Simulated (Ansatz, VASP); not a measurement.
TiB2: VASP beside Ansatz

```
CELL_PARAMETERS angstrom
3.01745 0.00000 0.00000
-1.50873 2.61319 0.00000
0.00000 0.00000 3.18540
ATOMIC_POSITIONS crystal
Ti 0.00000 0.00000 0.00000
B 0.33333 0.66667 0.50000
B 0.66667 0.33333 0.50000
```

Alike in both runs: functional PBEsol; k mesh 12 × 12 × 10; occupations fermi-dirac, width 0.05 eV; no spin polarisation.

Ansatz relaxed the structure, and its values are those at the end. VASP's run is a single point on that final structure, the one shown.

|  | VASP | Ansatz |
| --- | --- | --- |
| version | VASP 6.6.1 | Ansatz 0.2.0 |
| potentials or method | VASP PAW PBE potentials, release 64 (Ti_sv, B) | PAW with Ansatz's default frozen-core files, scalar-relativistic |
| plane-wave cutoff (eV) | 520 | 420 |
| valence electrons in the cell | 18 | 18 |

VASP gave:

| Property | Result |
| --- | --- |
| pressure (GPa) | 0.4 |

Q: Which values does Ansatz return?

A: Pressure (GPa): 0.0.

VASP's potentials were made for PBE, not for PBEsol. The functional is the same, so the differences come from potentials, cutoffs and numerics.
